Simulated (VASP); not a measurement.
Wanted: the native input for a VASP 6.6.1 run.

* Task: single point
* Functional: LDA
* Potentials or basis: VASP PAW LDA potentials, release 64 (Ir)
* Cutoff: 520 eV
* k mesh: 11 × 11 × 11
* Occupations: fermi-dirac, width 0.1 eV
* Spin: no spin polarisation
* Dipole correction: no
* Further INCAR settings: ALGO = Normal; EDIFF = 1e-07; NBANDS = 16

The structure of Ir lies in POSCAR:

```
Ir
1.0
    0.0000000000      2.8097242561      2.8097242561
    2.8097242561      0.0000000000      2.8097242561
    2.8097242561      2.8097242561      0.0000000000
Ir
2
Direct
    0.1250000000      0.1250000000      0.1250000000
    0.8750000000      0.8750000000      0.8750000000
```

This cell differs from its parent crystal: volume scaled by 1.08.

These files were run (other wordings do the same):

INCAR

```
PREC     = Accurate       # precision mode
ENCUT    = 520            # plane-wave cutoff, eV
EDIFF    = 1E-7           # SCF threshold, eV
ISMEAR   = -1             # smearing method
SIGMA    = 0.1            # smearing width, eV
LREAL    = False          # projectors in reciprocal space
LASPH    = True           # aspherical terms in the spheres
NELM     = 100            # most SCF steps
ALGO     = Normal         # electronic algorithm
ISIF     = 2              # what is computed and relaxed
LWAVE    = False          # write WAVECAR
LCHARG   = False          # write CHGCAR
GGA      = CA             # functional
NBANDS   = 16             # bands
```

KPOINTS

```
regular mesh
0
Gamma
  11 11 11
```

Potentials or basis: VASP PAW LDA potentials, release 64 (Ir).

Launch:

```console
$ cat potpaw_LDA.64/Ir/POTCAR > POTCAR
$ mpirun -np 1 vasp_std > vasp.out
```

It gave:

- Pressure: -13.4 GPa
- Band gap on the k mesh: zero (band 9 reaches 5.55 eV, above the bottom of band 10 at 4.20 eV)

Caveat: spin-orbit coupling is left out, which moves the levels of the heavy elements.

Run time: 20 s on 1 thread of AMD EPYC 9R45 96-Core Processor (Zen 5), on a shared host, peak memory 0.14 GiB.
